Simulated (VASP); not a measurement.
# CuO in VASP: further runs, part 2 of 2

VASP 6.6.1. Earlier steps stand in the parts before.

## Step 4: Single point, PBE+U, collinear spin

This run uses another cell than the first one: it holds 8 atoms, not 4.

The input, INCAR:

```
PREC = Accurate ; ENCUT = 520
EDIFF = 1E-6 ; ISMEAR = 0
SIGMA = 0.05 ; LREAL = F
LASPH = T ; NELM = 150
ALGO = Normal ; ISIF = 2
LWAVE = F ; LCHARG = F
ISPIN = 2 ; MAGMOM = 1 1 1 1 0 0 0 0
LORBIT = 11 ; LMAXMIX = 4
LDAU = T ; LDAUTYPE = 2
LDAUL = 2 -1 ; LDAUU = 4 0
LDAUJ = 0 0 ; LDAUPRINT = 1
GGA = PE ; NBANDS = 48
```

The input, KPOINTS:

```
regular mesh
0
Gamma
  4 4 3
```

The input, POSCAR:

```
CuO
1.0
    4.1744183809      0.0000000000      0.3305692766
    0.0000000000      4.1521210885      0.0000000000
   -0.4124906359      0.0000000000      5.2015957572
Cu O
4 4
Direct
    0.2500000000      0.2500000000      0.0000000000
    0.2500000000     -0.2500000000      0.5000000000
    0.7500000000      0.7500000000      0.0000000000
    0.7500000000      0.2500000000      0.5000000000
    0.5000000000     -0.0000352668      0.2500000000
    0.5000000000      0.0000352668      0.7500000000
    1.0000000000      0.4999647332      0.2500000000
    1.0000000000      0.5000352668      0.7500000000
```

Potentials or basis: VASP PAW PBE potentials, release 64 (Cu, O).

Run with:

```console
$ cat potpaw_PBE.64/Cu/POTCAR potpaw_PBE.64/O/POTCAR > POTCAR
$ mpirun -np 1 vasp_std > vasp.out
```

OUTCAR:

```text
PREC = Accurate
   ENCUT = 520
   EDIFF = 1E-6
   ISMEAR = 0
   LREAL = F
   LASPH = T
   NELM = 150
   ISIF = 2
   ISPIN = 2
   LORBIT = 11
   GGA = PE

 ion  position               nearest neighbor table
   1  0.250  0.250  0.000-   6 1.97   7 1.97   5 1.97   8 1.97
   2  0.250  0.750  0.500-   5 1.97   8 1.97   7 1.97   6 1.97
   3  0.750  0.750  0.000-   5 1.97   8 1.97   7 1.97   6 1.97
   4  0.750  0.250  0.500-   6 1.97   7 1.97   5 1.97   8 1.97
   5  0.500  1.000  0.250-   2 1.97   3 1.97   1 1.97   4 1.97
   6  0.500  0.000  0.750-   1 1.97   4 1.97   3 1.97   2 1.97
   7  0.000  0.500  0.250-   1 1.97   4 1.97   3 1.97   2 1.97
   8  0.000  0.500  0.750-   2 1.97   3 1.97   1 1.97   4 1.97

  LATTYP: Found a simple monoclinic cell.
 ALAT       =     4.1874867003
 B/A-ratio  =     0.9915544539
 C/A-ratio  =     1.2460757284
 COS(beta)  =    -0.0001107893

  Lattice vectors:

 A1 = (   4.1744183809,   0.0000000000,   0.3305692766)
 A2 = (   0.0000000000,   4.1521210885,   0.0000000000)
[... 2446 lines left out ...]
  in kB      -25.9809891    -25.1035593    -29.4704012      0.0000000      0.0000000      0.2668939
  external PRESSURE =     -26.8516499 kB  Pullay stress =       0.0000000 kB

 VOLUME and BASIS-vectors are now :
 -----------------------------------------------------------------------------
  energy-cutoff  :      520.00
  volume of cell :       90.72
      direct lattice vectors                 reciprocal lattice vectors
     4.174418381  0.000000000  0.330569277     0.238059371  0.000000000  0.018878295
     0.000000000  4.152121089  0.000000000     0.000000000  0.240840760  0.000000000
    -0.412490636  0.000000000  5.201595757    -0.015129033  0.000000000  0.191048951

 POSITION                                       TOTAL-FORCE (eV/Angst)
 -----------------------------------------------------------------------------------
      1.04360      1.03803      0.08264         0.000000      0.000000      0.000000
      0.83736      3.11409      2.68344         0.000000      0.000000      0.000000
      3.13081      3.11409      0.24793         0.000000      0.000000      0.000000
      2.92457      1.03803      2.84872         0.000000      0.000000      0.000000
      1.98409      4.15197      1.46568         0.000000     -0.000048     -0.000000
      1.77784      0.00015      4.06648        -0.000000      0.000048      0.000000
     -0.10312      2.07591      1.30040         0.000000     -0.000048     -0.000000
     -0.30937      2.07621      3.90120        -0.000000      0.000048      0.000000
 -----------------------------------------------------------------------------------
    total drift:                                0.000000      0.000000     -0.000000

  FREE ENERGIE OF THE ION-ELECTRON SYSTEM (eV)
  ---------------------------------------------------
  free  energy   TOTEN  =       -34.4828619625 eV

  energy  without entropy=      -34.4808448262  energy(sigma->0) =      -34.48185339

 total charge

# of ion       s       p       d       tot
------------------------------------------
    1        0.380   0.370   9.132   9.882
    2        0.380   0.370   9.132   9.882
    3        0.380   0.370   9.132   9.882
    4        0.380   0.370   9.132   9.882
    5        1.557   3.417   0.000   4.974
    6        1.557   3.417   0.000   4.974
    7        1.557   3.417   0.000   4.974
    8        1.557   3.417   0.000   4.974
--------------------------------------------------
tot          7.746  15.149  36.528  59.423

 magnetization (x)

# of ion       s       p       d       tot
------------------------------------------
    1       -0.006   0.002   0.634   0.629
    2       -0.006   0.002   0.634   0.629
    3       -0.006   0.002   0.634   0.629
    4       -0.006   0.002   0.634   0.629
    5        0.020   0.288   0.000   0.308
    6        0.020   0.288   0.000   0.308
    7        0.020   0.288   0.000   0.308
    8        0.020   0.288   0.000   0.308
--------------------------------------------------
tot          0.054   1.158   2.536   3.748
```

OSZICAR:

```text
N       E                     dE             d eps       ncg     rms          rms(c)
DAV:   1     0.810089488934E+03    0.81009E+03   -0.30200E+04  4184   0.222E+03
DAV:   2     0.124845576435E+03   -0.68524E+03   -0.62865E+03  4064   0.510E+02
DAV:   3    -0.301458398267E+02   -0.15499E+03   -0.14543E+03  4472   0.237E+02
DAV:   4    -0.426641071904E+02   -0.12518E+02   -0.12261E+02  5496   0.754E+01
DAV:   5    -0.428721082933E+02   -0.20800E+00   -0.20781E+00  5096   0.113E+01    0.231E+01
DAV:   6    -0.344665185289E+02    0.84056E+01   -0.58981E+01  6200   0.156E+02    0.140E+01
DAV:   7    -0.342969082134E+02    0.16961E+00   -0.13760E+01  5352   0.797E+01    0.476E+00
DAV:   8    -0.344914522592E+02   -0.19454E+00   -0.25444E+00  6232   0.188E+01    0.350E+00
DAV:   9    -0.344586702684E+02    0.32782E-01   -0.31814E-01  6232   0.174E+01    0.144E+00
DAV:  10    -0.344833757911E+02   -0.24706E-01   -0.14612E-01  6840   0.592E+00    0.892E-01
DAV:  11    -0.344818277876E+02    0.15480E-02   -0.33069E-02  6240   0.476E+00    0.297E-01
DAV:  12    -0.344826876752E+02   -0.85989E-03   -0.91974E-03  6264   0.139E+00    0.133E-01
DAV:  13    -0.344828822242E+02   -0.19455E-03   -0.11284E-03  5632   0.364E-01    0.110E-01
DAV:  14    -0.344828373306E+02    0.44894E-04   -0.46358E-04  6872   0.281E-01    0.343E-02
DAV:  15    -0.344828619144E+02   -0.24584E-04   -0.10240E-04  6280   0.124E-01    0.190E-02
DAV:  16    -0.344828619625E+02   -0.48066E-07   -0.94410E-06  5536   0.422E-02
   1 F= -.34482862E+02 E0= -.34481853E+02  d E =-.201714E-02  mag=     3.9111
```

Run time: 2.9 min. Hardware: 1 thread of Intel Xeon Platinum 8488C (Sapphire Rapids), shared host; peak memory 0.29 GiB.

What came out:

```
Free energy                                           : -34.4829 eV
Pressure                                              : -2.7 GPa
Net moment                                            : 3.91 μB per cell
Site moments                                          : Cu +0.63; O +0.31 μB
Valence electrons inside the program's atomic spheres : Cu 9.88; O 4.97
```

Stress tensor (GPa, compression positive):
```
-2.60  0.00  0.03
 0.00 -2.51  0.00
 0.03  0.00 -2.95
```

Eigenvalues of the final occupation matrices:
```
    site  spin  trace               eigenvalues
site 1 d     1   4.89  0.95 0.97 0.97 0.98 1.02
site 1 d     2   4.26  0.42 0.94 0.96 0.97 0.97
site 2 d     1   4.89  0.95 0.97 0.97 0.98 1.02
site 2 d     2   4.26  0.42 0.94 0.96 0.97 0.97
site 3 d     1   4.89  0.95 0.97 0.97 0.98 1.02
site 3 d     2   4.26  0.42 0.94 0.96 0.97 0.97
site 4 d     1   4.89  0.95 0.97 0.97 0.98 1.02
site 4 d     2   4.26  0.42 0.94 0.96 0.97 0.97
```

Caveat: the k points lie up to 0.40 Å⁻¹ apart.

## Step 5: Single point, PBE+U, collinear spin

This run uses another cell than the first one: it holds 8 atoms, not 4.

The input, INCAR:

```
SYSTEM = CuO
  PREC = Accurate
  ENCUT = 520
  EDIFF = 1E-6
  ISMEAR = 0
  SIGMA = 0.05
  LREAL = .FALSE.
  LASPH = .TRUE.
  NELM = 150
  ALGO = Normal
  ISIF = 2
  LWAVE = .FALSE.
  LCHARG = .TRUE.
  ISPIN = 2
  MAGMOM = 1 1 1 1 0 0 0 0
  LORBIT = 11
  LMAXMIX = 4
  LDAU = .TRUE.
  LDAUTYPE = 2
  LDAUL = 2 -1
  LDAUU = 4 0
  LDAUJ = 0 0
  LDAUPRINT = 1
  GGA = PE
  LELF = .TRUE.
  LVHAR = .TRUE.
  NBANDS = 48
```

The input, KPOINTS:

```
regular mesh
0
G
  6 6 4
  0 0 0
```

POSCAR is that of step 4.

Run with:

```console
$ cat potpaw_PBE.64/Cu/POTCAR potpaw_PBE.64/O/POTCAR > POTCAR
$ mpirun -np 1 vasp_std > vasp.out
```

It took 8.8 min on 1 thread of Oxide Virtual Turin-like, shared host; peak memory 0.41 GiB.

It converged, with:

* Free energy: -34.4843 eV
* Pressure: -2.7 GPa
* Net moment: 3.91 μB per cell
* Site moments: Cu +0.63; O +0.31 μB
* Valence electrons inside the program's atomic spheres: Cu 9.88; O 4.97

Stress tensor (GPa, compression positive):
```
-2.60  0.00  0.03
 0.00 -2.51  0.00
 0.03  0.00 -2.98
```

Levels at points of the mesh, in eV from the Fermi level:
Spin up:
| k point | band 34 | band 35 | band 36 | band 37 | band 38 | band 39 |
| --- | --- | --- | --- | --- | --- | --- |
| (0.00, 0.00, 0.00) | -0.33 | -0.31 | 0.14 | 1.21 | 2.56 | 6.34 |
| (0.50, 0.00, 0.00) | -1.77 | -0.40 | -0.40 | 3.94 | 3.94 | 5.70 |
| (0.00, 0.50, 0.00) | -1.77 | -0.39 | -0.39 | 3.98 | 3.98 | 5.67 |
| (0.50, 0.50, 0.00) | -0.72 | -0.48 | -0.48 | 3.93 | 3.93 | 5.88 |
| (0.00, 0.00, 0.50) | -1.95 | -0.93 | -0.93 | 3.37 | 3.37 | 4.25 |
| (0.50, 0.00, 0.50) | -1.76 | -1.76 | -1.76 | 4.84 | 4.84 | 4.84 |
| (0.00, 0.50, 0.50) | -1.76 | -1.76 | -1.76 | 4.86 | 4.86 | 4.86 |
| (0.50, 0.50, 0.50) | -1.47 | -0.32 | -0.32 | 4.61 | 4.61 | 5.82 |
Spin down:
```
           k point  band 30  band 31  band 32  band 33  band 34  band 35
(0.00, 0.00, 0.00)    -1.87    -1.85    -1.58    -0.21     1.46     1.70
(0.50, 0.00, 0.00)    -2.13    -1.98    -1.98     0.57     0.57     1.77
(0.00, 0.50, 0.00)    -2.15    -1.98    -1.98     0.56     0.56     1.78
(0.50, 0.50, 0.00)    -2.41    -1.45    -1.45     1.41     1.41     1.63
(0.00, 0.00, 0.50)    -2.12    -1.57    -1.57     0.76     0.76     1.29
(0.50, 0.00, 0.50)    -2.22    -2.22    -2.22     0.52     0.52     0.52
(0.00, 0.50, 0.50)    -2.21    -2.21    -2.21     0.52     0.52     0.52
(0.50, 0.50, 0.50)    -2.39    -1.92    -1.92     0.80     0.80     1.67
```

Eigenvalues of the final occupation matrices:
```tsv
site	spin	trace	eigenvalues
site 1 d	1	4.89	0.95 0.97 0.97 0.98 1.02
site 1 d	2	4.26	0.42 0.94 0.96 0.97 0.97
site 2 d	1	4.89	0.95 0.97 0.97 0.98 1.02
site 2 d	2	4.26	0.42 0.94 0.96 0.97 0.97
site 3 d	1	4.89	0.95 0.97 0.97 0.98 1.02
site 3 d	2	4.26	0.42 0.94 0.96 0.97 0.97
site 4 d	1	4.89	0.95 0.97 0.97 0.98 1.02
site 4 d	2	4.26	0.42 0.94 0.96 0.97 0.97
```

## Step 6: Summary

| spin | cell | k mesh | gap on the mesh (eV) | pressure (GPa) | moment (μB) |
| --- | --- | --- | --- | --- | --- |
| collinear | a = 2.949, b = 2.949, c = 5.218 Å, angles 90.0, 90.0, 89.5°, 4 atoms, atomic positions A | 5 × 5 × 3 | 0.56 | -3.0 | 0.00 |
| collinear, ferromagnetic start | a = 2.942, b = 2.942, c = 5.210 Å, angles 90.0, 90.0, 88.6°, 4 atoms, atomic positions B | 8 × 8 × 4 | none | -1.9 | 1.95 |
| collinear | a = 4.187, b = 4.152, c = 5.218 Å, 8 atoms, atomic positions C | 4 × 4 × 3 | none | -2.7 | 3.91 |
| collinear | a = 4.187, b = 4.152, c = 5.218 Å, 8 atoms, atomic positions C | 6 × 6 × 4 | none | -2.7 | 3.91 |

Alike in all rows: task single point; level PBE+U; potentials or basis VASP PAW PBE potentials, release 64 (Cu, O); Cu d U = 4.0 eV; cutoff (eV) 520; smearing gaussian 0.05 eV.

Caveats: some runs use coarse meshes; semilocal functionals underestimate gaps, and a narrow one can read as zero (at least some runs).

Absolute energies hang on the potentials; compare differences alone.
